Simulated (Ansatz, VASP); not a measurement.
## Cd3Se: VASP beside Ansatz

File INCAR:

```
  ALGO = Normal
  EDIFF = 1E-6
  EDIFFG = -0.01
  ENCUT = 600
  GGA = PS
  IBRION = 2
  ISIF = 3
  ISMEAR = -1
  LASPH = T
  LCHARG = F
  LREAL = F
  LWAVE = F
  NELM = 80
  NSW = 60
  PREC = Accurate
  SIGMA = 0.05
```

The input KPOINTS:

```
k-points
0
Gamma
  9 9 9
```

File POSCAR:

```
Cd3Se
1.0
   -2.0409530000      2.0409530000      6.0870800000
    2.0409530000     -2.0409530000      6.0870800000
    2.0409530000      2.0409530000     -6.0870800000
Cd Se
3 1
Direct
    0.5000000000      0.5000000000      0.0000000000
    0.2500000000      0.7500000000      0.5000000000
    0.7500000000      0.2500000000      0.5000000000
    0.0000000000      0.0000000000      0.0000000000
```

File input.yaml:

```yaml
crystal:
  lattice:
    - [-2.040953, 2.040953, 6.08708]
    - [2.040953, -2.040953, 6.08708]
    - [2.040953, 2.040953, -6.08708]
  atoms:
    - { symbol: Cd, position: [0.5, 0.5, 0.0] }
    - { symbol: Cd, position: [0.25, 0.75, 0.5] }
    - { symbol: Cd, position: [0.75, 0.25, 0.5] }
    - { symbol: Se, position: [0.0, 0.0, 0.0] }
hamiltonian:
  xc: pbesol
  pseudopotentials: { kind: paw }
kpoints:
  mp_grid: { grid: [9, 9, 9] }
scf:
  occupations: { method: fermi_dirac, width: 0.05 }
output:
  forces: true
  stress: true
  eigenvalues: true
relax:
  f_tol: 0.01
  max_steps: 40
  cell: { stress_tol: 0.05 }
```

Alike in both runs: task relaxation of cell and atoms; functional PBEsol; k mesh 9 × 9 × 9; occupations fermi-dirac, width 0.05 eV; no spin polarisation.

|  | VASP | Ansatz |
| --- | --- | --- |
| version | VASP 6.6.1 | Ansatz 0.2.0 |
| potentials or method | VASP PAW PBE potentials, release 64 (Cd, Se) | Ansatz PAW |
| plane-wave cutoff (eV) | 600 | 420 |
| valence electrons in the cell | 42 | 76 |

```csv
,VASP,Ansatz,Ansatz less VASP
"gap on the k mesh at the Fermi level, each at its own relaxed structure (eV)",none,none,-
relaxed volume (Å³/atom),23.18,23.10,-0.075
relaxed length of the cell vector where the two differ most in proportion (Å),6.509,6.514,+0.0050
```

VASP's potentials were made for PBE, not for PBEsol. A gap of «none» marks a metal or a gap that the smearing closes. VASP's potentials hold 42 valence electrons a cell and Ansatz's 76, so a difference there can come from the potentials and not from the codes.

Noted on Ansatz's run: the plane-wave basis is chosen anew once the cell has moved, so the energies of steps on either side of that aren't comparable.
